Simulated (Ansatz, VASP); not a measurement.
# One calculation of NaCl, two programs

```xyz
2
Lattice="0.0000 2.7941 2.7941 2.7941 0.0000 2.7941 2.7941 2.7941 0.0000" Properties=species:S:1:pos:R:3 pbc="T T T"
Cl    2.7941    2.7941    2.7941
Na    0.0000    0.0000    0.0000
```

Alike in both runs: task single point; functional PBE; k mesh 8 × 8 × 8; occupations gaussian, width 0.016 eV; no spin polarisation.

|  | VASP | Ansatz |
| --- | --- | --- |
| version | VASP 6.6.1 | Ansatz 0.2.0 |
| potentials or method | VASP PAW PBE potentials, release 64 (Cl, Na_pv), cutoff 500 eV | all-electron LAPW, scalar-relativistic |

VASP gave:

| Property | Result |
| --- | --- |
| gap on the k mesh at the Fermi level (eV) | 5.22 |
| least direct gap on the mesh (eV) | 5.22 |
| pressure (GPa) | 1.5 |

Task: What did Ansatz give for the same quantities?

Result: gap on the k mesh at the Fermi level (eV): 5.22; least direct gap on the mesh (eV): 5.22; pressure (GPa): 1.6.

Ansatz ran all-electron here, and VASP with PAW potentials.
